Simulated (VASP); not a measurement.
Crystal: TePb4S3.

```
S Te Pb
1.0
     6.06250    0.00000    0.00000
     0.00000    6.06250    0.00000
     0.00000    0.00000    6.06250
S Te Pb
3 1 4
Cartesian
  0.0000 0.0000 0.0000
  0.0000 3.0312 3.0312
  3.0312 0.0000 3.0312
  3.0312 3.0312 0.0000
  3.0312 3.0312 3.0312
  0.0000 0.0000 3.0312
  0.0000 3.0312 0.0000
  3.0312 0.0000 0.0000
```

* Program: VASP 6.6.1
* Task: relaxation of cell and atoms
* Functional: LDA
* Potentials or basis: VASP PAW LDA potentials, release 64 (S, Te, Pb_d)
* Cutoff: 500 eV
* k mesh: 4 × 4 × 4
* Occupations: gaussian, width 0.01 eV
* Spin: no spin polarisation

At the start: pressure -1.7 GPa; volume 27.85 Å³/atom.

How do energy, volume and symmetry change on relaxing?

Over 3 steps the energy falls by 4.7 meV/atom and the volume is 27.00 Å³/atom (-3.1 %); space group Pm-3m (No. 221, to 0.1 Å) before and after.

The path:
| step | energy change (eV) | largest force (eV/Å) | pressure (GPa) | volume (Å³) |
| --- | --- | --- | --- | --- |
| 1 | 0.0000 | 0.0000 | -1.72 | 222.82 |
| 2 | -0.0315 | 0.0000 | 0.75 | 213.34 |
| 3 | -0.0376 | 0.0000 | 0.00 | 215.99 |

Final structure:
```xyz
8
Lattice="5.9999 0.0000 0.0000 0.0000 5.9999 0.0000 0.0000 0.0000 5.9999" Properties=species:S:1:pos:R:3 pbc="T T T"
S     0.0000    0.0000    0.0000
S     0.0000    2.9999    2.9999
S     2.9999    0.0000    2.9999
Te    2.9999    2.9999    0.0000
Pb    2.9999    2.9999    2.9999
Pb    0.0000    0.0000    2.9999
Pb    0.0000    2.9999    0.0000
Pb    2.9999    0.0000    0.0000
```
